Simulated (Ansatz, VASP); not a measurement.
# V3MoS8: VASP beside Ansatz

```
V Mo S
1.0
     3.19028    1.84191    6.84251
    -3.19028    1.84191    6.84251
     0.00000   -3.68382    6.84251
V Mo S
3 1 8
Cartesian
  1.5951 0.9210 3.4213
  -1.5951 0.9210 3.4213
  0.0000 -1.8419 3.4213
  0.0000 0.0000 10.2638
  1.6320 -0.9422 11.7673
  0.0000 1.8845 11.7673
  -1.6320 -0.9422 11.7673
  0.0000 0.0000 4.8854
  -1.6320 0.9422 8.7603
  0.0000 -1.8845 8.7603
  1.6320 0.9422 8.7603
  0.0000 0.0000 15.6421
```

Alike in both runs: task single point; functional PBE; k mesh 3 × 3 × 3; occupations gaussian, width 0.1 eV; collinear spin.

```csv
,VASP,Ansatz
version,VASP 6.6.1,Ansatz 0.2.0
potentials or method,"VASP PAW PBE potentials, release 64 (V_sv, Mo_sv, S), cutoff 520 eV","scalar-relativistic, plane waves, PAW"
valence electrons in the cell,101,101
```

Ansatz gave:

```
gap on the k mesh at the Fermi level (eV)                     : none
pressure (GPa)                                                : 0.4
traceless stress, the component that is largest in VASP (GPa) : 0.06
rms of the force components (eV/Å)                            : 0.025
net moment per atom (μB)                                      : 0.21
size of the moment on the site where the two differ most (μB) : 0.58
```

Q: Estimate VASP's values.

A: gap on the k mesh at the Fermi level (eV): none; pressure (GPa): -0.2; traceless stress, the component that is largest in VASP (GPa): 0.14; rms of the force components (eV/Å): 0.010; net moment per atom (μB): 0.00; size of the moment on the site where the two differ most (μB): 0.00.

The net moments are unlike, so the other rows may belong to different states. Site moments also hang on the region over which each program counts them. Atom by atom the forces differ by 0.027 eV/Å (rms over components). A gap of «none» marks a metal or a gap that the smearing closes.

The k mesh is coarse, so the values compare programs but aren't converged.
